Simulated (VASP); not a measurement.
Set up this calculation in VASP 6.6.1, as the native input.

```yaml
Task: single point
Functional: PBE
Potentials_or_basis: VASP PAW PBE potentials, release 64 (Zn, Cu, S)
Cutoff: 520 eV
k_mesh: 6 × 6 × 6
Occupations: gaussian, width 0.1 eV
Spin: no spin polarisation
Dipole_correction: no
Further_INCAR_settings: ALGO = Normal; EDIFF = 1e-06; NBANDS = 46
```

The structure of Zn3CuS4 lies in POSCAR:

```
Zn3CuS4
1.0
    5.3879332346      0.0000000000      0.0000000000
    0.0000000000      5.3879332346      0.0000000000
    0.0000000000      0.0000000000      5.3879332346
Zn Cu S
3 1 4
Direct
    0.5000000000      0.5000000000      0.0000000000
    0.5000000000      0.0000000000      0.5000000000
    0.0000000000      0.5000000000      0.5000000000
    0.0000000000      0.0000000000      0.0000000000
    0.7539979517      0.7539979517      0.2460020483
    0.7539979517      0.2460020483      0.7539979517
    0.2460020483      0.7539979517      0.7539979517
    0.2460020483      0.2460020483      0.2460020483
```

The input as run:

INCAR

```
  PREC = Accurate
  ENCUT = 520
  EDIFF = 1E-6
  ISMEAR = 0
  SIGMA = 0.1
  LREAL = False
  LASPH = True
  NELM = 100
  ALGO = Normal
  ISIF = 2
  LWAVE = False
  LCHARG = False
  GGA = PE
  NBANDS = 46
```

KPOINTS

```
Automatic mesh
0
Gamma
  6 6 6
```

Potentials or basis: VASP PAW PBE potentials, release 64 (Zn, Cu, S).

Launch:

```console
$ cat potpaw_PBE.64/Zn/POTCAR potpaw_PBE.64/Cu/POTCAR potpaw_PBE.64/S/POTCAR > POTCAR
$ mpirun -np 1 vasp_std > vasp.out
```

Results of the run:

```
Pressure      : 0.1 GPa
Largest force : 0.006 eV/Å
```

Run time: 3.5 min on 1 thread of Intel(R) Xeon(R) Platinum 8259CL CPU @ 2.50GHz (Skylake/Cascade Lake) (shared host), peak memory 0.32 GiB.
